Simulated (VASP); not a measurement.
# Fe (Im-3m) in VASP: a series of runs

The runs below take Fe through single point, with r2SCAN.

Everything below comes from runs of VASP 6.6.1. Logs are shortened: lines on timing, memory, paths and dates and some standing lists are left out, and cuts for length are marked.

### 1 The cell of the first run

The structure is cubic, space group Im-3m (No. 229). Conventional cell: a = 2.730 Å, b = 2.730 Å, c = 2.730 Å, α = 90.00°, β = 90.00°, γ = 90.00°. Within 3.1 Å of Fe (site symmetry m-3m) lie 14 Fe at 2.36 to 2.73 Å.

### 2 Single point, r2SCAN

Contents of POSCAR:

```
Fe
1.0
   -1.3650158401      1.3650158401      1.3650158401
    1.3650158401     -1.3650158401      1.3650158401
    1.3650158401      1.3650158401     -1.3650158401
Fe
1
Direct
    0.0000000000      0.0000000000      0.0000000000
```

Contents of INCAR.step1:

```
SYSTEM = Fe
PREC = Accurate
ENCUT = 520
ISMEAR = -1
SIGMA = 0.1
LREAL = .False.
LASPH = .True.
NELM = 60
NBANDS = 10
GGA = PE
ALGO = Normal
EDIFF = 1E-4
LWAVE = .True.
LCHARG = .False.
```

Contents of INCAR.step2:

```
SYSTEM = Fe
PREC = Accurate
ENCUT = 520
EDIFF = 1E-7
ISMEAR = -1
SIGMA = 0.1
LREAL = .False.
LASPH = .True.
NELM = 60
ALGO = Normal
ISIF = 2
LWAVE = .False.
LCHARG = .False.
METAGGA = R2SCAN
LMIXTAU = .True.
NBANDS = 10
ISTART = 1
```

Contents of KPOINTS:

```
Automatic mesh
0
Gamma
  26 26 26
  0 0 0
```

Potentials or basis: VASP PAW PBE potentials, release 64 (Fe).

On the command line:

```
$ cat potpaw_PBE.64/Fe/POTCAR > POTCAR
$ cp INCAR.step1 INCAR
$ mpirun -np 1 vasp_std > vasp.out
$ cp INCAR.step2 INCAR
$ mpirun -np 1 vasp_std > vasp.out
```

OUTCAR:

```text
SYSTEM = Fe
   PREC = Accurate
   ENCUT = 520
   EDIFF = 1E-7
   ISMEAR = -1
   LREAL = .False.
   LASPH = .True.
   NELM = 60
   ISIF = 2
   METAGGA = R2SCAN
   ISTART = 1

 ion  position               nearest neighbor table
   1  0.000  0.000  0.000-

  LATTYP: Found a body centered cubic cell.
 ALAT       =     2.7300316802

  Lattice vectors:

 A1 = (  -1.3650158401,   1.3650158401,   1.3650158401)
 A2 = (   1.3650158401,  -1.3650158401,   1.3650158401)
 A3 = (   1.3650158401,   1.3650158401,  -1.3650158401)

Analysis of symmetry for initial positions (statically):
=====================================================================
 Subroutine PRICEL returns:
 Original cell was already a primitive cell.

 Routine SETGRP: Setting up the symmetry group for a
 body centered cubic supercell.

 Subroutine GETGRP returns: Found 48 space group operations
 (whereof 48 operations were pure point group operations)
 out of a pool of 48 trial point group operations.

The static configuration has the point symmetry O_h .

Analysis of symmetry for dynamics (positions and initial velocities):
=====================================================================
 Subroutine PRICEL returns:
 Original cell was already a primitive cell.

 Routine SETGRP: Setting up the symmetry group for a
 body centered cubic supercell.

 Subroutine GETGRP returns: Found 48 space group operations
 (whereof 48 operations were pure point group operations)
 out of a pool of 48 trial point group operations.

The dynamic configuration has the point symmetry O_h .

 Subroutine INISYM returns: Found 48 space group operations
 (whereof 48 operations are pure point group operations),
 and found     1 'primitive' translations

----------------------------------------------------------------------------------------

                                     Primitive cell

  volume of cell :      10.1736

  direct lattice vectors                    reciprocal lattice vectors
    -1.365015840  1.365015840  1.365015840     0.000000000  0.366296116  0.366296116
     1.365015840 -1.365015840  1.365015840     0.366296116  0.000000000  0.366296116
     1.365015840  1.365015840 -1.365015840     0.366296116  0.366296116  0.000000000

  length of vectors
     2.364276788  2.364276788  2.364276788     0.518020935  0.518020935  0.518020935

  position of ions in fractional coordinates (direct lattice)
     0.000000000  0.000000000  0.000000000

  ion indices of the primitive-cell ions
   primitive index   ion index
                 1           1

----------------------------------------------------------------------------------------

 KPOINTS: Automatic mesh

Automatic generation of k-mesh.
 Grid dimensions read from file:
 generate k-points for:   26   26   26

 Generating k-lattice:

  Cartesian coordinates                     Fractional coordinates (reciprocal lattice)
     0.000000000  0.014088312  0.014088312     0.038461538  0.000000000  0.000000000
     0.014088312  0.000000000  0.014088312     0.000000000  0.038461538  0.000000000
     0.014088312  0.014088312  0.000000000     0.000000000  0.000000000  0.038461538

  Length of vectors
     0.019923882  0.019923882  0.019923882

  Shift w.r.t. Gamma in fractional coordinates (k-lattice)
     0.000000000  0.000000000  0.000000000

 Subroutine IBZKPT returns following result:
 ===========================================

 Found    511 irreducible k-points:

 Following reciprocal coordinates:
            Coordinates               Weight
  0.000000  0.000000  0.000000      1.000000
  0.038462  0.000000  0.000000     12.000000
  0.076923  0.000000  0.000000     12.000000
  0.115385  0.000000  0.000000     12.000000
  0.153846  0.000000  0.000000     12.000000
  0.192308  0.000000  0.000000     12.000000
[... 16 lines left out ...]
  0.346154  0.038462  0.000000     48.000000
  0.384615  0.038462  0.000000     48.000000
 [... further k-points ...]
   k-points           NKPTS =    511   k-points in BZ     NKDIM =    511   number of bands    NBANDS=     10
   number of dos      NEDOS =    301   number of ions     NIONS =      1
   total plane-waves  NPLWV =   5832
   dimension x,y,z NGX =    18 NGY =   18 NGZ =   18
   dimension x,y,z NGXF=    36 NGYF=   36 NGZF=   36
   ions per type =               1
   NGX,Y,Z   is equivalent  to a cutoff of  12.66, 12.66, 12.66 a.u.
   NGXF,Y,Z  is equivalent  to a cutoff of  25.31, 25.31, 25.31 a.u.
 SYSTEM =  Fe
   PREC   = accura    normal or accurate (medium, high low for compatibility)
   ISTART =      1    job   : 0-new  1-cont  2-samecut
   ICHARG =      0    charge: 1-file 2-atom 10-const
   ISPIN  =      1    spin polarized calculation?
   LNONCOLLINEAR =      F non collinear calculations
   LSORBIT =      F    spin-orbit coupling
   LASPH  =      T    aspherical Exc in radial PAW
   ENCUT  =  520.0 eV  38.22 Ry    6.18 a.u.   4.40  4.40  4.40*2*pi/ulx,y,z
   NELM   =     60;   NELMIN=  2; NELMDL=  0     # of ELM steps
   EDIFF  = 0.1E-06   stopping-criterion for ELM
   LREAL  =      F    real-space projection
   EDIFFG = 0.1E-05   stopping-criterion for IOM
   NSW    =      0    number of steps for IOM
   IBRION =     -1    ionic relax: 0-MD 1-quasi-New 2-CG
   NFREE  =      0    steps in history (QN), initial steepest desc. (CG)
   ISIF   =      2    stress and relaxation
   ISYM   =      2    0-nonsym 1-usesym 2-fastsym
   POTIM  = 0.5000    time-step for ionic-motion
   TEBEG  =    0.0;   TEEND  =   0.0 temperature during run
   PSTRESS=    0.0 pullay stress
   NELECT =       8.0000    total number of electrons
   NUPDOWN=      -1.0000    fix difference up-down
   EMIN   =  10.00;   EMAX   =-10.00  energy-range for DOS
   EFERMI =   0.00;   METHOD = LEGACY
   ISMEAR =    -1;   SIGMA  =   0.10  broadening in eV -4-tet -1-fermi 0-gaus
   EFERMI_NEDOS =   21; number of points for ismear=-14 and -15
   IALGO  =     38    algorithm
   IMIX   =      4    mixing-type and parameters
     AMIX     =   0.40;   BMIX     =  1.00
     AMIX_MAG =   1.60;   BMIX_MAG =  1.00
  volume/ion in A,a.u.               =      10.17        68.65
  Fermi-wavevector in a.u.,A,eV,Ry     =   1.511056  2.855481 31.066037  2.283289
  Thomas-Fermi vector in A             =   2.621164
   LORBIT       =      0    0 simple, 1 ext, 2 COOP (PROOUT), +10 PAW based schemes
   METAGGA = R2SCAN    functional components
   LHFCALC =     F    Hartree Fock is set to
   AEXX    =    0.0000 exact exchange contribution
   IVDW    =     0    specifies the selected vdW correction
   LEPSILON=     F    determine dielectric tensor
   LRPA    =     F    only Hartree local field effects (RPA)
 non-spin polarized calculation
  energy-cutoff  :      520.00
  volume of cell :       10.17
 maximum number of plane-waves:       281
 NGX is ok and might be reduce to    18
   NGX =  9   NGY =  9   NGZ =  9

 number of electron       7.9999991 magnetization

 Free energy of the ion-electron system (eV)
  ---------------------------------------------------
  ext. energy  EPLUGINS =         0.00000000
  ---------------------------------------------------
  free energy    TOTEN  =       -13.34579626 eV

  energy without entropy =      -13.25234386  energy(sigma->0) =      -13.29907006

 E-fermi :   6.9667     XC(G=0): -15.0368

 val. band max:        6.9645448565   @ k =   0.3462   0.1923   0.0385
 cond. band min:       6.9675879874   @ k =   0.0000   0.0000   0.0000
 fundamental gap:      0.0030431308
 Fermi energy:         6.9666664008

 k-point     1 :       0.0000    0.0000    0.0000
  band No.  band energies     occupation
      1      -2.6295      2.00000
      2       4.9564      2.00000
      3       4.9564      2.00000
      4       4.9564      2.00000
      5       6.9676      0.99539
      6       6.9676      0.99539
      7      34.1429      0.00000
      8      34.1429      0.00000
      9      34.1429      0.00000
     10      40.2288      0.00000

 k-point     2 :       0.0385    0.0000    0.0000
  band No.  band energies     occupation
      1      -2.5593      2.00000
      2       4.9340      2.00000
      3       4.9540      2.00000
      4       4.9976      2.00000
      5       6.9432      1.11667
      6       6.9693      0.98667
      7      33.7118      0.00000
      8      34.0610      0.00000
      9      34.1130      0.00000
     10      40.0340      0.00000

 k-point     3 :       0.0769    0.0000    0.0000
  band No.  band energies     occupation
      1      -2.3506      2.00000
      2       4.8684      2.00000
      3       4.9440      2.00000
      4       5.1198      2.00000
      5       6.8770      1.42046
      6       6.9748      0.95917
      7      32.6174      0.00000
      8      33.7868      0.00000
      9      34.0303      0.00000
     10      39.6980      0.00000

 k-point     4 :       0.1154    0.0000    0.0000
  band No.  band energies     occupation
      1      -2.0100      2.00000
      2       4.7645      2.00000
      3       4.9190      2.00000
      4       5.3187      2.00000
      5       6.7883      1.71229
      6       6.9848      0.90966
      7      31.1457      0.00000
      8      33.2770      0.00000
      9      33.9114      0.00000
     10      39.5654      0.00000
[... 222 lines left out ...]
 k-point    22 :       0.3077    0.0385    0.0000
  band No.  band energies     occupation
      1       1.1043      2.00000
      2       3.9008      2.00000
      3       4.9638      2.00000
      4       6.7337      1.82258
      5       7.1627      0.24689
      6       7.3664      0.03606
      7      21.2274      0.00000
      8      28.4666      0.00000
      9      32.0601      0.00000
     10      33.8044      0.00000

 k-point    23 :       0.3462    0.0385    0.0000
  band No.  band energies     occupation
      1       1.4222      2.00000
      2       3.7682      2.00000
      3       5.4059      2.00000
      4       6.8086      1.65871
      5       7.2118      0.15872
      6       7.7551      0.00075
      7      19.5510      0.00000
      8      27.8707      0.00000
      9      31.2944      0.00000
     10      33.6490      0.00000

 k-point    24 :       0.3846    0.0385    0.0000
  band No.  band energies     occupation
      1       1.5768      2.00000
      2       3.6630      2.00000
      3       5.9799      1.99990
      4       6.8756      1.42615
      5       7.2766      0.08625
      6       8.1028      0.00002
      7      18.0674      0.00000
      8      27.4054      0.00000
      9      30.6659      0.00000
     10      33.5525      0.00000

 [... further k-points ...]

------------------------ aborting loop because EDIFF is reached ----------------------------------------

  FORCE on cell =-STRESS in cart. coord.  units (eV):
  Direction    XX          YY          ZZ          XY          YZ          ZX
  --------------------------------------------------------------------------------------
  -------------------------------------------------------------------------------------
  Total        0.0429762      0.0429762      0.0429762      0.0000000      0.0000000     -0.0000000
  in kB        6.7680825      6.7680825      6.7680825      0.0000000      0.0000000     -0.0000000
  external PRESSURE =       6.7680825 kB  Pullay stress =       0.0000000 kB

 VOLUME and BASIS-vectors are now :
 -----------------------------------------------------------------------------
  energy-cutoff  :      520.00
  volume of cell :       10.17
      direct lattice vectors                 reciprocal lattice vectors
    -1.365015840  1.365015840  1.365015840     0.000000000  0.366296116  0.366296116
     1.365015840 -1.365015840  1.365015840     0.366296116  0.000000000  0.366296116
     1.365015840  1.365015840 -1.365015840     0.366296116  0.366296116  0.000000000

 POSITION                                       TOTAL-FORCE (eV/Angst)
 -----------------------------------------------------------------------------------
      0.00000      0.00000      0.00000        -0.000000     -0.000000     -0.000000
 -----------------------------------------------------------------------------------
    total drift:                                0.000000      0.000000      0.000000

  FREE ENERGIE OF THE ION-ELECTRON SYSTEM (eV)
  ---------------------------------------------------
  free  energy   TOTEN  =       -13.3457962561 eV

  energy  without entropy=      -13.2523438563  energy(sigma->0) =      -13.29907006
```

It took 2.5 min on 1 thread of Intel Xeon Platinum 8259CL at 2.50GHz (Skylake/Cascade Lake), shared host; peak memory 0.17 GiB.

Results:

```
Free energy            : -13.3458 eV
Pressure               : 0.7 GPa
Band gap on the k mesh : zero (band 4 reaches 7.98 eV, above the bottom of band 5 at 5.81 eV)
```

Levels at points of the mesh, in eV from the Fermi level:
| k point | band 1 | band 2 | band 3 | band 4 | band 5 | band 6 | band 7 | band 8 | band 9 |
| --- | --- | --- | --- | --- | --- | --- | --- | --- | --- |
| (0.00, 0.00, 0.00) | -9.60 | -2.01 | -2.01 | -2.01 | 0.00 | 0.00 | 27.18 | 27.18 | 27.18 |
| (0.50, 0.00, 0.00) | -5.35 | -3.43 | -0.06 | 0.28 | 0.36 | 1.36 | 9.17 | 20.17 | 23.39 |
| (0.50, 0.50, 0.50) | -5.06 | -5.06 | 1.02 | 1.02 | 1.02 | 11.31 | 11.31 | 11.31 | 17.59 |

Caveat: the PAW data sets were made with another functional, which shifts forces and pressure a little; the run has no spin polarisation, though such a crystal can be magnetic. Spin polarisation is off, so any magnetic state and its effect on volume and gap are missing.

### 3 Single point, r2SCAN

POSCAR is that of step 2.

Contents of INCAR.step1:

```
PREC = Accurate
ENCUT = 660
ISMEAR = -1
SIGMA = 0.1
LREAL = F
LASPH = T
NELM = 120
NBANDS = 10
GGA = PE
ALGO = Normal
EDIFF = 1E-5
LWAVE = T
LCHARG = F
GGA_COMPAT = F
```

Contents of INCAR.step2:

```
PREC = Accurate
ENCUT = 660
EDIFF = 1E-6
ISMEAR = -1
SIGMA = 0.1
LREAL = F
LASPH = T
NELM = 120
ALGO = Normal
ISIF = 2
LWAVE = F
LCHARG = T
METAGGA = R2SCAN
LMIXTAU = T
LELF = T
LVHAR = T
NBANDS = 10
ISTART = 1
GGA_COMPAT = F
```

Contents of KPOINTS:

```
Automatic mesh
0
Gamma
  15 15 15
```

Potentials or basis: VASP PAW PBE potentials, release 64 (Fe).

On the command line:

```
$ cat potpaw_PBE.64/Fe/POTCAR > POTCAR
$ cp INCAR.step1 INCAR
$ mpirun -np 1 vasp_std > vasp.out
$ cp INCAR.step2 INCAR
$ mpirun -np 1 vasp_std > vasp.out
```

It took 51 s on 1 thread of Intel Xeon 6975P-C, shared host; peak memory 0.14 GiB.

Results (log left out):

* Free energy: -13.3469 eV
* Pressure: 0.5 GPa
* Band gap on the k mesh: zero (band 4 reaches 7.90 eV, above the bottom of band 5 at 5.89 eV)

Levels at points of the mesh, in eV from the Fermi level:
| k point | band 1 | band 2 | band 3 | band 4 | band 5 | band 6 | band 7 | band 8 | band 9 |
| --- | --- | --- | --- | --- | --- | --- | --- | --- | --- |
| (0.00, 0.00, 0.00) | -9.60 | -2.01 | -2.01 | -2.01 | 0.00 | 0.00 | 27.17 | 27.17 | 27.17 |

Caveat: the PAW data sets were made with another functional, which shifts forces and pressure a little; the run has no spin polarisation, though such a crystal can be magnetic. Spin polarisation is off, so any magnetic state and its effect on volume and gap are missing.
